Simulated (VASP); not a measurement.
**Bi2Te3: single point with PBEsol**

The system is Bi2Te3, a slab with vacuum.

```
Te Bi
1.0
     4.38084    0.00000    0.00000
    -2.19042    3.79392    0.00000
     0.00000    0.00000   32.58713
Te Bi
6 4
Direct
  0.00000 0.00000 0.23088
  0.66667 0.33333 0.34492
  0.33333 0.66667 0.45969
  0.66667 0.33333 0.54031
  0.33333 0.66667 0.65508
  0.00000 0.00000 0.76912
  0.33333 0.66667 0.28298
  0.00000 0.00000 0.40678
  0.00000 0.00000 0.59322
  0.66667 0.33333 0.71702
```

```yaml
Program: VASP 6.6.1
Task: single point
Functional: PBEsol
Potentials_or_basis: VASP PAW PBE potentials, release 64 (Te, Bi_d)
Cutoff: 520 eV
k_mesh: 9 × 9 × 1
Occupations: gaussian, width 0.05 eV
Spin: no spin polarisation
```

| Property | Result |
| --- | --- |
| Largest force | 0.020 eV/Å |
| Band gap on the k mesh | 0.50 eV |

Forces on the atoms (eV/Å):
```
Te   0.000  0.000 -0.012
Te   0.000  0.000  0.001
Te   0.000  0.000  0.020
Te   0.000  0.000 -0.020
Te   0.000  0.000 -0.001
Te   0.000  0.000  0.012
Bi   0.000  0.000  0.007
Bi   0.000  0.000 -0.012
Bi   0.000  0.000  0.012
Bi   0.000  0.000 -0.007
```

Levels at points of the mesh, in eV from the valence-band top:
```
           k point  band 46  band 47  band 48  band 49  band 50  band 51
(0.00, 0.00, 0.00)    -0.66    -0.66     0.00     0.50     0.81     1.03
```

It took 5.9 min on 1 thread of Intel(R) Xeon(R) 6975P-C (Granite Rapids) (shared host), peak memory 0.82 GiB.

Caveat: the PAW data sets were made with another functional, which shifts forces and pressure a little; spin-orbit coupling is left out, which moves the levels of the heavy elements.
